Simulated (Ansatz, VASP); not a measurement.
Pt: VASP beside Ansatz

INCAR

```
PREC = Accurate
ENCUT = 520
EDIFF = 1E-7
ISMEAR = 0
SIGMA = 0.15
LREAL = F
LASPH = T
NELM = 80
ALGO = Fast
ISIF = 2
LWAVE = F
LCHARG = F
GGA = PE
NBANDS = 17
```

KPOINTS

```
Automatic mesh
0
Gamma
  18 18 12
```

File POSCAR:

```
Pt
1.0
    0.0000000000     -1.9579000000     -1.9579000000
    0.0000000000      1.9579000000     -1.9579000000
    3.9158000000      0.0000000000      0.0000000000
Pt
2
Direct
    0.5574595230      0.5574595230      0.5000000000
   -0.0574595230     -0.0574595230      0.0000000000
```

Input for Ansatz:

```yaml
crystal:
  lattice:
    - [0.0, -1.9579, -1.9579]
    - [0.0, 1.9579, -1.9579]
    - [3.9158, 0.0, 0.0]
  atoms:
    - { symbol: Pt, position: [0.557459523, 0.557459523, 0.5] }
    - { symbol: Pt, position: [-0.057459523, -0.057459523, 0.0] }
basis:
  ecutwfc: 420
kpoints:
  mp_grid: { grid: [18, 18, 12] }
hamiltonian:
  xc: pbe
scf:
  occupations: { method: gaussian, width: 0.15 }
output:
  forces: true
  stress: true
  eigenvalues: true
  write_density: true
  write_potential: true
  elf: true
  volumetric_format: npy
```

Change from the starting cell: mode 4 (134.1 1/cm) frozen in, largest displacement +0.225 Å.

Alike in both runs: task single point; functional PBE; k mesh 18 × 18 × 12; occupations gaussian, width 0.15 eV; no spin polarisation.

|  | VASP | Ansatz |
| --- | --- | --- |
| version | VASP 6.6.1 | Ansatz 0.2.0 |
| potentials or method | VASP PAW PBE potentials, release 64 (Pt), cutoff 520 eV | scalar-relativistic, plane waves, PAW |
| valence electrons in the cell | 20 | 36 |

Ansatz gave:

```
gap on the k mesh at the Fermi level (eV)                     : none
pressure (GPa)                                                : 25.8
traceless stress, the component that is largest in VASP (GPa) : -14.72
rms of the force components (eV/Å)                            : 1.674
```

Question: Estimate VASP's values.

Answer: gap on the k mesh at the Fermi level (eV): none; pressure (GPa): 25.2; traceless stress, the component that is largest in VASP (GPa): -14.54; rms of the force components (eV/Å): 1.656.

Atom by atom the forces differ by 0.018 eV/Å (rms over components). A gap of «none» marks a metal or a gap that the smearing closes. VASP's potentials hold 20 valence electrons a cell and Ansatz's 36, so a difference there can come from the potentials and not from the codes.

Spin-orbit coupling is off throughout.
